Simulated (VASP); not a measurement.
# CoO (Fm-3m) in VASP: relaxation of cell and atoms with PBE

Aim: the relaxation of cell and atoms of CoO with PBE.

All numbers are computed with VASP 6.6.1; they aren't measurements. Logs are shortened: lines on timing, memory, paths and dates and some standing lists are left out, and cuts for length are marked.

## Step 1: The cell of the first run

Symmetry: Fm-3m, No. 225, cubic system. The conventional cell has a = 4.263 Å, b = 4.263 Å, c = 4.263 Å, α = 90.00°, β = 90.00°, γ = 90.00°. Within 2.8 Å of Co (site symmetry m-3m) lie 6 O at 2.13 Å. O (site symmetry m-3m) has 6 Co at 2.13 Å within 2.8 Å.

## Step 2: Relaxation of cell and atoms, PBE, collinear spin, ferromagnetic start

File INCAR:

```
SYSTEM = CoO
PREC = Accurate ; ENCUT = 600
EDIFF = 1E-6 ; ISMEAR = 0
SIGMA = 0.1 ; LREAL = .False.
LASPH = .True. ; NELM = 150
ALGO = Normal ; ISIF = 3
LWAVE = .False. ; LCHARG = .False.
ISPIN = 2 ; MAGMOM = 2.73 0.34
LORBIT = 11 ; LMAXMIX = 4
GGA = PE ; IBRION = 2
NSW = 100 ; EDIFFG = -0.005
```

File KPOINTS:

```
regular mesh
0
Gamma
  16 16 16
  0 0 0
```

File POSCAR:

```
CoO
1.0
    0.0000000000      2.1315000000      2.1315000000
    2.1315000000      0.0000000000      2.1315000000
    2.1315000000      2.1315000000      0.0000000000
Co O
1 1
Direct
    0.0000000000      0.0000000000      0.0000000000
    0.5000000000      0.5000000000      0.5000000000
```

Potentials or basis: VASP PAW PBE potentials, release 64 (Co, O).

Command:

```console
$ cat potpaw_PBE.64/Co/POTCAR potpaw_PBE.64/O/POTCAR > POTCAR
$ mpirun -np 1 vasp_std > vasp.out
```

OUTCAR:

```text
SYSTEM = CoO
   PREC = Accurate
   ENCUT = 600
   EDIFF = 1E-6
   ISMEAR = 0
   LREAL = .False.
   LASPH = .True.
   NELM = 150
   ISIF = 3
   ISPIN = 2
   LORBIT = 11
   GGA = PE
   IBRION = 2
   NSW = 100
   EDIFFG = -0.005

 ion  position               nearest neighbor table
   1  0.000  0.000  0.000-   2 2.13   2 2.13   2 2.13   2 2.13   2 2.13   2 2.13
   2  0.500  0.500  0.500-   1 2.13   1 2.13   1 2.13   1 2.13   1 2.13   1 2.13

  LATTYP: Found a face centered cubic cell.
 ALAT       =     4.2630000000

  Lattice vectors:

 A1 = (   0.0000000000,   2.1315000000,   2.1315000000)
 A2 = (   2.1315000000,   0.0000000000,   2.1315000000)
 A3 = (   2.1315000000,   2.1315000000,   0.0000000000)

Analysis of symmetry for initial positions (statically):
=====================================================================
 Subroutine PRICEL returns:
 Original cell was already a primitive cell.

 Routine SETGRP: Setting up the symmetry group for a
 face centered cubic supercell.

 Subroutine GETGRP returns: Found 48 space group operations
 (whereof 48 operations were pure point group operations)
 out of a pool of 48 trial point group operations.

The static configuration has the point symmetry O_h .

Analysis of symmetry for dynamics (positions and initial velocities):
=====================================================================
 Subroutine PRICEL returns:
 Original cell was already a primitive cell.

 Routine SETGRP: Setting up the symmetry group for a
 face centered cubic supercell.

 Subroutine GETGRP returns: Found 48 space group operations
 (whereof 48 operations were pure point group operations)
 out of a pool of 48 trial point group operations.

The dynamic configuration has the point symmetry O_h .

Analysis of structural, dynamic, and magnetic symmetry:
=====================================================================
 Subroutine PRICEL returns:
 Original cell was already a primitive cell.

 Routine SETGRP: Setting up the symmetry group for a
 face centered cubic supercell.

 Subroutine GETGRP returns: Found 48 space group operations
 (whereof 48 operations were pure point group operations)
 out of a pool of 48 trial point group operations.

The overall configuration has the point symmetry O_h .

 Subroutine INISYM returns: Found 48 space group operations
 (whereof 48 operations are pure point group operations),
 and found     1 'primitive' translations

----------------------------------------------------------------------------------------

                                     Primitive cell

  volume of cell :      19.3681

  direct lattice vectors                    reciprocal lattice vectors
     0.000000000  2.131500000  2.131500000    -0.234576589  0.234576589  0.234576589
[... 122 lines left out ...]
 maximum number of plane-waves:       660
   NGX = 13   NGY = 13   NGZ = 13

--------------------------------------- Ionic step        1  -------------------------------------------

 number of electron      15.0000007 magnetization       2.9221122

 Free energy of the ion-electron system (eV)
  ---------------------------------------------------
  ext. energy  EPLUGINS =         0.00000000
  ---------------------------------------------------
  free energy    TOTEN  =       -13.05670464 eV

  energy without entropy =      -13.03514053  energy(sigma->0) =      -13.04592259

------------------------ aborting loop because EDIFF is reached ----------------------------------------

  FORCE on cell =-STRESS in cart. coord.  units (eV):
  Direction    XX          YY          ZZ          XY          YZ          ZX
  --------------------------------------------------------------------------------------
  -------------------------------------------------------------------------------------
  Total       -0.3060691     -0.3060691     -0.3060691     -0.0000000     -0.0000000     -0.0000000
  in kB      -25.3188517    -25.3188517    -25.3188517     -0.0000000     -0.0000000     -0.0000000
  external PRESSURE =     -25.3188517 kB  Pullay stress =       0.0000000 kB
[... 59 lines left out ...]
--------------------------------------- Ionic step        3  -------------------------------------------

 number of electron      15.0000004 magnetization       2.8732270

 Free energy of the ion-electron system (eV)
  ---------------------------------------------------
  ext. energy  EPLUGINS =         0.00000000
  ---------------------------------------------------
  free energy    TOTEN  =       -13.05912630 eV

  energy without entropy =      -13.03719068  energy(sigma->0) =      -13.04815849

 E-fermi :   8.0970     XC(G=0): -12.4866

 val. band max:        8.0959941232   @ k =  -0.4375   0.1250   0.0000
 cond. band min:       8.0973285473   @ k =   0.4375   0.2500   0.0625
 fundamental gap:      0.0013344242
 Fermi energy:         8.0969726836

 spin component 1

 k-point     1 :       0.0000    0.0000    0.0000
  band No.  band energies     occupation
      1     -12.2158      1.00000
      2       4.8394      1.00000
      3       4.8394      1.00000
      4       4.9251      1.00000
      5       4.9251      1.00000
      6       4.9251      1.00000
      7       5.0276      1.00000
      8       5.0276      1.00000
      9       5.0276      1.00000
     10       9.1752      0.00000
     11      25.0050      0.00000
     12      26.3495      0.00000
     13      26.3495      0.00000
[... 356 lines left out ...]
      2       3.7622      1.00000
      3       3.8274      1.00000
      4       4.3549      1.00000
      5       5.0143      1.00000
      6       5.0729      1.00000
      7       5.5056      1.00000
      8       5.5278      1.00000
      9       6.0366      1.00000
     10       9.8973      0.00000
     11      23.2346      0.00000
     12      25.2741      0.00000
     13      26.4986      0.00000

 [... further k-points ...]

 spin component 2

 k-point     1 :       0.0000    0.0000    0.0000
  band No.  band energies     occupation
      1     -11.7267      1.00000
      2       5.4715      1.00000
      3       5.4715      1.00000
      4       5.4715      1.00000
      5       6.9700      1.00000
      6       6.9701      1.00000
      7       6.9701      1.00000
      8       8.1436      0.25503
      9       8.1437      0.25438
     10       9.7060      0.00000
     11      24.9150      0.00000
     12      26.8359      0.00000
     13      26.8360      0.00000
[... 397 lines left out ...]
  FREE ENERGIE OF THE ION-ELECTRON SYSTEM (eV)
  ---------------------------------------------------
  free  energy   TOTEN  =       -13.0591262988 eV

  energy  without entropy=      -13.0371906828  energy(sigma->0) =      -13.04815849

 reached required accuracy - stopping structural energy minimisation

 total charge

# of ion       s       p       d       tot
------------------------------------------
    1        0.297   0.365   7.155   7.817
    2        1.553   3.431   0.000   4.984
--------------------------------------------------
tot          1.850   3.796   7.155  12.801

 magnetization (x)

# of ion       s       p       d       tot
------------------------------------------
    1        0.021   0.018   2.495   2.534
    2        0.029   0.261   0.000   0.290
--------------------------------------------------
tot          0.050   0.279   2.495   2.824
```

OSZICAR:

```text
N       E                     dE             d eps       ncg     rms          rms(c)
DAV:   1     0.906143248868E+02    0.90614E+02   -0.79633E+03  7692   0.149E+03
DAV:   2    -0.910350756759E+01   -0.99718E+02   -0.87242E+02  8111   0.286E+02
[... 28 lines left out ...]
DAV:   1    -0.130632265470E+02   -0.44660E-02   -0.78070E-02  8085   0.450E+00    0.492E-01
DAV:   2    -0.130594459843E+02    0.37806E-02   -0.97089E-03  8848   0.171E+00    0.249E-01
DAV:   3    -0.130592412765E+02    0.20471E-03   -0.11628E-03  9698   0.649E-01    0.213E-01
DAV:   4    -0.130591644257E+02    0.76851E-04   -0.22829E-04 11064   0.360E-01    0.543E-02
DAV:   5    -0.130591261886E+02    0.38237E-04   -0.59458E-05  9112   0.944E-02    0.222E-02
DAV:   6    -0.130591262988E+02   -0.11023E-06   -0.58470E-06  7851   0.409E-02
   3 F= -.13059126E+02 E0= -.13048158E+02  d E =-.242166E-02  mag=     2.8734
```

CONTCAR:

```text
CoO
   1.00000000000000
    -0.0000000000000000    2.1201798160166074    2.1201798160166074
     2.1201798160166074   -0.0000000000000000    2.1201798160166074
     2.1201798160166074    2.1201798160166074   -0.0000000000000000
  Co              O
     1     1
Direct
     0.0000000000000000    0.0000000000000000    0.0000000000000000
     0.5000000000000000    0.5000000000000000    0.5000000000000000

  0.00000000E+00  0.00000000E+00  0.00000000E+00
  0.00000000E+00  0.00000000E+00  0.00000000E+00
```

Run time: 4.1 min. Hardware: 1 thread of Intel Xeon 8259CL, shared host; peak memory 0.22 GiB.

What came out:

```yaml
Free_energy: -13.0591 eV
Relaxed_volume: 9.53 Å³/atom
Relaxed_cell: a = 2.998 Å, b = 2.998 Å, c = 2.998 Å, α = 60.00°, β = 60.00°, γ = 60.00°
Space_group_after_relaxing_to_0.1_Å: Fm-3m (No. 225)
Energy_gained_by_relaxing: 1.2 meV/atom
Ionic_steps: 3
Pressure_after_relaxing: 0.1 GPa
Net_moment: 2.87 μB per cell
Site_moments: Co +2.53; O +0.29 μB
Valence_electrons_inside_the_program's_atomic_spheres: Co 7.82; O 4.98
```

The path:
```
step  energy change (eV)  largest force (eV/Å)  pressure (GPa)  volume (Å³)
   1              0.0000                0.0000           -2.53        19.37
   2             -0.0021                0.0000            0.96        18.94
   3             -0.0024                0.0000            0.08        19.06
```

Final structure:
```
Co O
1.0
     0.00000    2.12018    2.12018
     2.12018    0.00000    2.12018
     2.12018    2.12018    0.00000
Co O
1 1
Cartesian
  0.0000 0.0000 0.0000
  2.1202 2.1202 2.1202
```

Caveat: a cell with one magnetic atom can't hold antiferromagnetic order, which such compounds often take; semilocal functionals often make such compounds metallic where correlation or magnetic order opens a gap, which also shifts bond lengths. With open d or f shells a metallic result of PBE can be an artefact of self-interaction; +U or a hybrid may open a gap.
